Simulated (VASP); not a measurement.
Input of a VASP 6.6.1 run:

Contents of POSCAR:

```
Te
1.0
    2.3059043450      1.3313144943      1.6909537033
   -2.3059043450      1.3313144943      1.6909537033
    0.0000000000     -2.6626289886      1.6909537033
Te
1
Direct
    0.5000000000      0.5000000000      0.5000000000
```

Contents of INCAR.step1:

```
SYSTEM = Te
  PREC = Accurate
  ENCUT = 400
  EDIFF = 1E-5
  ISMEAR = -1
  SIGMA = 0.05
  LREAL = .False.
  LASPH = .True.
  NELM = 200
  ALGO = Normal
  ISIF = 2
  LWAVE = .True.
  LCHARG = .False.
  MAGMOM = 0 0 0
  LORBIT = 11
  LSORBIT = .True.
  GGA_COMPAT = .False.
  LORBMOM = .True.
  NBANDS = 17
  GGA = PE
```

INCAR.step2

```
SYSTEM = Te
  PREC = Accurate
  ENCUT = 400
  EDIFF = 1E-6
  ISMEAR = -1
  SIGMA = 0.05
  LREAL = .False.
  LASPH = .True.
  NELM = 200
  ALGO = Normal
  ISIF = 2
  LWAVE = .False.
  LCHARG = .False.
  MAGMOM = 0 0 0
  LORBIT = 11
  LSORBIT = .True.
  GGA_COMPAT = .False.
  LORBMOM = .True.
  GGA = PE
  LHFCALC = .True.
  AEXX = 0.25
  PRECFOCK = Normal
  NBANDS = 17
  ISTART = 1
```

File KPOINTS:

```
regular mesh
0
Gamma
  5 5 5
  0 0 0
```

Potentials or basis: VASP PAW PBE potentials, release 64 (Te).

Run with:

```bash
$ cat potpaw_PBE.64/Te/POTCAR > POTCAR
$ cp INCAR.step1 INCAR
$ mpirun -np 1 vasp_ncl > vasp.out
$ cp INCAR.step2 INCAR
$ mpirun -np 1 vasp_ncl > vasp.out
```

**Question.** Estimate the net moment.

**Answer.** 0.03 μB per cell.

**Question.** What does it give for the pressure?

**Answer.** -0.6 GPa.

Moments on the atoms (μB; x, y, z):
```
Te  0.00 0.00 0.00
```

Caveat: the k points lie up to 0.40 Å⁻¹ apart; the PAW data sets were made with another functional, which shifts forces and pressure a little.
